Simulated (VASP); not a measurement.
Here is a VASP 6.6.1 calculation.

INCAR

```
SYSTEM = Si
PREC = Accurate ; ENCUT = 520
EDIFF = 1E-6 ; ISMEAR = 0
SIGMA = 0.05 ; LREAL = .False.
LASPH = .True. ; NELM = 100
ALGO = Normal ; ISIF = 2
LWAVE = .False. ; LCHARG = .False.
NBANDS = 11
```

Contents of KPOINTS:

```
Automatic mesh
0
Gamma
  12 12 12
  0 0 0
```

The input POSCAR:

```
Si
1.0
    0.0000000000      2.5728749352      2.9760444375
    2.5728749352      0.0000000000      2.9760444375
    2.5728749352      2.5728749352      0.0000000000
Si
2
Direct
    0.5000000000      0.5000000000      0.5000000000
    0.7500000000      0.7500000000      0.7500000000
```

Potentials or basis: VASP PAW LDA potentials, release 64 (Si).

Launch:

```bash
$ cat potpaw_LDA.64/Si/POTCAR > POTCAR
$ mpirun -np 1 vasp_std > vasp.out
```

(1) What does it give for the band gap on the k mesh?

(2) Estimate the pressure.

Answers

(1) zero (band 4 reaches 6.38 eV, above the bottom of band 5 at 6.02 eV).

(2) -0.7 GPa.
